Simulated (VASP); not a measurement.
**TiO2: single point with r2SCAN**

The system is TiO2.

```
Ti O
1.0
    -1.88890    1.88890    4.79174
     1.88890   -1.88890    4.79174
     1.88890    1.88890   -4.79174
Ti O
2 4
Direct
  0.00000 0.00000 0.00000
  0.75000 0.25000 0.50000
  0.95729 0.45729 0.50000
  0.20729 0.20729 0.00000
  0.54271 0.04271 0.50000
  0.79271 0.79271 0.00000
```

```yaml
Program: VASP 6.6.1
Task: single point
Functional: r2SCAN
Potentials_or_basis: VASP PAW PBE potentials, release 64 (Ti_sv, O)
Cutoff: 520 eV
k_mesh: 8 × 8 × 8
Occupations: fermi-dirac, width 0.02 eV
Spin: no spin polarisation
```

```
Pressure               : 1.2 GPa
Largest force          : 0.026 eV/Å
Band gap on the k mesh : 2.59 eV (least direct gap 2.90 eV)
```

Forces in eV/Å, atoms in the order of the input:
```
Ti   0.000  0.000  0.000
Ti   0.000  0.000  0.000
O    0.000  0.000  0.026
O    0.000  0.000  0.026
O    0.000  0.000 -0.026
O    0.000  0.000 -0.026
```

Stress tensor (GPa, compression positive):
```
1.30 0.00 0.00
0.00 1.30 0.00
0.00 0.00 1.09
```

Levels at points of the mesh, in eV from the valence-band top:
| k point | band 21 | band 22 | band 23 | band 24 | band 25 | band 26 | band 27 | band 28 |
| --- | --- | --- | --- | --- | --- | --- | --- | --- |
| (0.00, 0.00, 0.00) | -0.76 | -0.76 | -0.44 | -0.44 | 2.59 | 3.31 | 4.50 | 4.50 |
| (0.50, 0.00, 0.00) | -1.92 | -0.93 | -0.84 | -0.65 | 3.71 | 3.99 | 4.04 | 4.09 |
| (0.50, 0.50, 0.00) | -2.05 | -2.05 | -0.01 | -0.01 | 3.77 | 3.77 | 4.24 | 4.24 |
| (0.50, 0.50, 0.50) | -1.26 | -1.26 | -0.09 | -0.09 | 2.94 | 2.94 | 4.26 | 4.26 |

Run time: 18 min on 1 thread of Intel(R) Xeon(R) Platinum 8375C CPU @ 2.90GHz (Ice Lake), with other jobs on the host, peak memory 0.33 GiB.

Caveat: the PAW data sets were made with another functional, which shifts forces and pressure a little. A k mesh can miss the band edges.
